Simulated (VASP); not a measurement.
# MnO (Fm-3m) in VASP: a series of runs

MnO is run at these levels: PBE+U; tasks: single point.

Everything below comes from runs of VASP 6.6.1. Logs are shortened: lines on timing, memory, paths and dates and some standing lists are left out, and cuts for length are marked.

**1. The cell of the first run**

Symmetry: Fm-3m, No. 225, cubic system. The conventional cell has a = 4.444 Å, b = 4.444 Å, c = 4.444 Å, α = 90.00°, β = 90.00°, γ = 90.00°. Within 2.9 Å of Mn (site symmetry m-3m) lie 6 O at 2.22 Å. Within 2.9 Å of O (site symmetry m-3m) lie 6 Mn at 2.22 Å.

**2. Single point, PBE+U, collinear spin, ferromagnetic start**

The input, INCAR:

```
SYSTEM = MnO
  PREC = Accurate
  ENCUT = 520
  EDIFF = 1E-6
  ISMEAR = 0
  SIGMA = 0.05
  LREAL = .False.
  LASPH = .True.
  NELM = 150
  ALGO = Normal
  ISIF = 2
  LWAVE = .False.
  LCHARG = .False.
  ISPIN = 2
  MAGMOM = 5 0
  LORBIT = 11
  LMAXMIX = 4
  LDAU = .True.
  LDAUTYPE = 2
  LDAUL = 2 -1
  LDAUU = 3.9 0
  LDAUJ = 0 0
  LDAUPRINT = 1
  GGA = PE
  NBANDS = 20
```

The input, KPOINTS:

```
regular mesh
0
Gamma
  5 5 5
  0 0 0
```

The input, POSCAR:

```
MnO
1.0
    0.0000000000      2.2220003343      2.2220003343
    2.2220003343      0.0000000000      2.2220003343
    2.2220003343      2.2220003343      0.0000000000
Mn O
1 1
Direct
    0.0000000000      0.0000000000      0.0000000000
    0.5000000000      0.5000000000      0.5000000000
```

Potentials or basis: VASP PAW PBE potentials, release 64 (Mn_pv, O).

Run with:

```console
> cat potpaw_PBE.64/Mn_pv/POTCAR potpaw_PBE.64/O/POTCAR > POTCAR
> mpirun -np 1 vasp_std > vasp.out
```

OUTCAR:

```text
SYSTEM = MnO
   PREC = Accurate
   ENCUT = 520
   EDIFF = 1E-6
   ISMEAR = 0
   LREAL = .False.
   LASPH = .True.
   NELM = 150
   ISIF = 2
   ISPIN = 2
   LORBIT = 11
   GGA = PE

 ion  position               nearest neighbor table
   1  0.000  0.000  0.000-   2 2.22   2 2.22   2 2.22   2 2.22   2 2.22   2 2.22
   2  0.500  0.500  0.500-   1 2.22   1 2.22   1 2.22   1 2.22   1 2.22   1 2.22

  LATTYP: Found a face centered cubic cell.
 ALAT       =     4.4440006686

  Lattice vectors:

 A1 = (   0.0000000000,   2.2220003343,   2.2220003343)
 A2 = (   2.2220003343,   0.0000000000,   2.2220003343)
 A3 = (   2.2220003343,   2.2220003343,   0.0000000000)

Analysis of symmetry for initial positions (statically):
=====================================================================
 Subroutine PRICEL returns:
 Original cell was already a primitive cell.

 Routine SETGRP: Setting up the symmetry group for a
 face centered cubic supercell.

 Subroutine GETGRP returns: Found 48 space group operations
 (whereof 48 operations were pure point group operations)
 out of a pool of 48 trial point group operations.

The static configuration has the point symmetry O_h .

Analysis of symmetry for dynamics (positions and initial velocities):
=====================================================================
 Subroutine PRICEL returns:
 Original cell was already a primitive cell.

 Routine SETGRP: Setting up the symmetry group for a
 face centered cubic supercell.

 Subroutine GETGRP returns: Found 48 space group operations
 (whereof 48 operations were pure point group operations)
 out of a pool of 48 trial point group operations.

The dynamic configuration has the point symmetry O_h .

Analysis of structural, dynamic, and magnetic symmetry:
=====================================================================
 Subroutine PRICEL returns:
 Original cell was already a primitive cell.

 Routine SETGRP: Setting up the symmetry group for a
 face centered cubic supercell.

 Subroutine GETGRP returns: Found 48 space group operations
 (whereof 48 operations were pure point group operations)
 out of a pool of 48 trial point group operations.

The overall configuration has the point symmetry O_h .

[... 152 lines left out ...]
  o =  0.9404  v =  0.0000 -0.9961 -0.0000  0.0878 -0.0000  0.0000  0.0000  0.0000  0.0000  0.0000      0.0000  0.0000  0.0000  0.0000  0.0000  0.0000  0.0000  0.0000  0.0000  0.0000
  o =  0.9404  v =  0.0000  0.0878 -0.0000  0.9961 -0.0000  0.0000  0.0000  0.0000  0.0000  0.0000      0.0000  0.0000  0.0000  0.0000  0.0000  0.0000  0.0000  0.0000  0.0000  0.0000
  o =  0.9404  v =  1.0000  0.0000  0.0000  0.0000  0.0000  0.0000  0.0000  0.0000  0.0000  0.0000      0.0000  0.0000  0.0000  0.0000  0.0000  0.0000  0.0000  0.0000  0.0000  0.0000
  o =  0.9773  v =  0.0000  0.0000 -0.0179 -0.0000 -0.9998  0.0000  0.0000  0.0000  0.0000  0.0000      0.0000  0.0000  0.0000  0.0000  0.0000  0.0000  0.0000  0.0000  0.0000  0.0000
  o =  0.9773  v =  0.0000 -0.0000 -0.9998 -0.0000  0.0179  0.0000  0.0000  0.0000  0.0000  0.0000      0.0000  0.0000  0.0000  0.0000  0.0000  0.0000  0.0000  0.0000  0.0000  0.0000

 number of electron      18.9999992 magnetization       4.9999976

 Free energy of the ion-electron system (eV)
  ---------------------------------------------------
  ext. energy  EPLUGINS =         0.00000000
  ---------------------------------------------------
  free energy    TOTEN  =       -15.45390911 eV

  energy without entropy =      -15.45390911  energy(sigma->0) =      -15.45390911

 E-fermi :   6.9493     XC(G=0): -11.8072

 val. band max:        6.7442127873   @ k =   0.4000   0.0000   0.0000
 cond. band min:       7.1373087691   @ k =   0.0000   0.0000   0.0000
 fundamental gap:      0.3930959818
 Fermi energy:         6.9493019172

 spin component 1

 k-point     1 :       0.0000    0.0000    0.0000
  band No.  band energies     occupation
      1     -42.8321      1.00000
      2     -42.8321      1.00000
      3     -42.8321      1.00000
      4     -12.4347      1.00000
      5       2.7403      1.00000
      6       2.7403      1.00000
[... 206 lines left out ...]
      6       1.1203      1.00000
[... 12 lines left out ...]
     19      33.2192      0.00000
     20      33.8125      0.00000
 Fermi energy:         6.9493019172

 spin component 2

 k-point     1 :       0.0000    0.0000    0.0000
  band No.  band energies     occupation
      1     -37.8743      1.00000
      2     -37.8743      1.00000
      3     -37.8743      1.00000
      4     -12.0541      1.00000
      5       4.4372      1.00000
      6       4.4372      1.00000
[... 219 lines left out ...]
     19      34.7003      0.00000
     20      35.2632      0.00000

------------------------ aborting loop because EDIFF is reached ----------------------------------------

  FORCE on cell =-STRESS in cart. coord.  units (eV):
  Direction    XX          YY          ZZ          XY          YZ          ZX
  --------------------------------------------------------------------------------------
  -------------------------------------------------------------------------------------
  Total        1.0777700      1.0777700      1.0777700      0.0000000      0.0000000      0.0000000
  in kB       78.6999274     78.6999274     78.6999274      0.0000000      0.0000000      0.0000000
  external PRESSURE =      78.6999274 kB  Pullay stress =       0.0000000 kB

 VOLUME and BASIS-vectors are now :
 -----------------------------------------------------------------------------
  energy-cutoff  :      520.00
  volume of cell :       21.94
      direct lattice vectors                 reciprocal lattice vectors
     0.000000000  2.222000334  2.222000334    -0.225022468  0.225022468  0.225022468
     2.222000334  0.000000000  2.222000334     0.225022468 -0.225022468  0.225022468
     2.222000334  2.222000334  0.000000000     0.225022468  0.225022468 -0.225022468

 POSITION                                       TOTAL-FORCE (eV/Angst)
 -----------------------------------------------------------------------------------
      0.00000      0.00000      0.00000         0.000000      0.000000      0.000000
      2.22200      2.22200      2.22200         0.000000      0.000000      0.000000
 -----------------------------------------------------------------------------------
    total drift:                                0.000000     -0.000000     -0.000000

  FREE ENERGIE OF THE ION-ELECTRON SYSTEM (eV)
  ---------------------------------------------------
  free  energy   TOTEN  =       -15.4539091061 eV

  energy  without entropy=      -15.4539091059  energy(sigma->0) =      -15.45390911

 total charge

# of ion       s       p       d       tot
------------------------------------------
    1        0.207   6.184   4.960  11.352
    2        1.554   3.458   0.000   5.012
--------------------------------------------------
tot          1.762   9.642   4.960  16.364

 magnetization (x)

# of ion       s       p       d       tot
------------------------------------------
    1        0.032   0.026   4.562   4.621
    2        0.023   0.135   0.000   0.158
--------------------------------------------------
tot          0.056   0.161   4.562   4.779
```

stdout:

```text
POSCAR found type information on POSCAR MnO
 POSCAR found :  2 types and       2 ions
 scaLAPACK will be used
 LDA part: xc-table for (Slater+PW92), standard interpolation
 POSCAR, INCAR and KPOINTS ok, starting setup
 FFT: planning ... GRIDC
 FFT: planning ... GRID_SOFT
 FFT: planning ... GRID
 WAVECAR not read
 entering main loop
```

It took 4.9 s on 1 thread of Intel Xeon 6975P-C (Granite Rapids), shared host; peak memory 0.14 GiB.

Results:

* Free energy: -15.4539 eV
* Pressure: 7.9 GPa
* Band gap on the k mesh: 0.39 eV, indirect (least direct gap 2.70 eV)
* Net moment: 5.00 μB per cell
* Site moments: Mn +4.62; O +0.16 μB
* Valence electrons inside the program's atomic spheres: Mn 11.35; O 5.01

Levels at points of the mesh, in eV from the valence-band top:
Spin up:
| k point | band 10 | band 11 | band 12 | band 13 | band 14 | band 15 |
| --- | --- | --- | --- | --- | --- | --- |
| (0.00, 0.00, 0.00) | -2.62 | -2.62 | -2.62 | 0.39 | 14.79 | 16.52 |
Spin down:
| k point | band 3 | band 4 | band 5 | band 6 | band 7 | band 8 | band 9 | band 10 | band 11 | band 12 |
| --- | --- | --- | --- | --- | --- | --- | --- | --- | --- | --- |
| (0.00, 0.00, 0.00) | -44.62 | -18.80 | -2.31 | -2.31 | -2.31 | 1.76 | 3.36 | 3.36 | 3.36 | 3.95 |

Eigenvalues of the final occupation matrices:
```tsv
site	spin	trace	eigenvalues
site 1 d	1	4.78	0.94 0.94 0.94 0.98 0.98
site 1 d	2	0.20	0.02 0.02 0.02 0.07 0.07
```

Caveat: the k points lie up to 0.49 Å⁻¹ apart; a cell with one magnetic atom can't hold antiferromagnetic order, which such compounds often take. The state reached can hang on the start; a lower one may exist.

**3. Single point, PBE+U, collinear spin, ferromagnetic start**

The input, INCAR:

```
PREC = Accurate
ENCUT = 520
EDIFF = 1E-7
ISMEAR = 0
SIGMA = 0.05
LREAL = F
LASPH = T
NELM = 150
ALGO = Normal
ISIF = 2
LWAVE = F
LCHARG = F
ISPIN = 2
MAGMOM = 4.7 0
LORBIT = 11
LMAXMIX = 4
LDAU = T
LDAUTYPE = 2
LDAUL = 2 -1
LDAUU = 3.9 0
LDAUJ = 0 0
LDAUPRINT = 1
GGA = PE
NBANDS = 20
```

The input, KPOINTS:

```
Automatic mesh
0
Gamma
  8 8 8
```

POSCAR is that of step 2.

Potentials or basis: VASP PAW PBE potentials, release 64 (Mn_pv, O).

Run with:

```console
> cat potpaw_PBE.64/Mn_pv/POTCAR potpaw_PBE.64/O/POTCAR > POTCAR
> mpirun -np 1 vasp_std > vasp.out
```

Wall time 10 s (1 thread of Intel Xeon 6975P-C (Granite Rapids), shared host); peak memory 0.15 GiB.

It converged, with:

```yaml
Free_energy: -15.4576 eV
Pressure: 7.9 GPa
Band_gap_on_the_k_mesh: 0.21 eV, indirect (least direct gap 2.70 eV)
Net_moment: 5.00 μB per cell
Site_moments: Mn +4.62; O +0.16 μB
Valence_electrons_inside_the_program's_atomic_spheres: Mn 11.35; O 5.01
```

Levels at points of the mesh, in eV from the valence-band top:
Spin up:
| k point | band 10 | band 11 | band 12 | band 13 | band 14 | band 15 |
| --- | --- | --- | --- | --- | --- | --- |
| (0.00, 0.00, 0.00) | -2.80 | -2.80 | -2.80 | 0.21 | 14.61 | 16.34 |
| (0.50, 0.00, 0.00) | -2.54 | 0.00 | 0.00 | 4.17 | 8.49 | 12.53 |
| (0.50, 0.50, 0.00) | -3.13 | -3.13 | -3.01 | 5.64 | 8.65 | 10.40 |
Spin down:
| k point | band 4 | band 5 | band 6 | band 7 | band 8 | band 9 | band 10 | band 11 |
| --- | --- | --- | --- | --- | --- | --- | --- | --- |
| (0.00, 0.00, 0.00) | -18.98 | -2.49 | -2.49 | -2.49 | 1.59 | 3.18 | 3.18 | 3.18 |
| (0.50, 0.00, 0.00) | -18.00 | -6.46 | -3.70 | -3.70 | 4.28 | 4.58 | 4.58 | 5.26 |
| (0.50, 0.50, 0.00) | -17.98 | -5.62 | -3.49 | -3.49 | 1.27 | 4.43 | 4.49 | 5.10 |

Eigenvalues of the final occupation matrices:
```
    site  spin  trace               eigenvalues
site 1 d     1   4.78  0.94 0.94 0.94 0.98 0.98
site 1 d     2   0.20  0.02 0.02 0.02 0.07 0.07
```

Caveat: a cell with one magnetic atom can't hold antiferromagnetic order, which such compounds often take. The state reached can hang on the start; a lower one may exist.
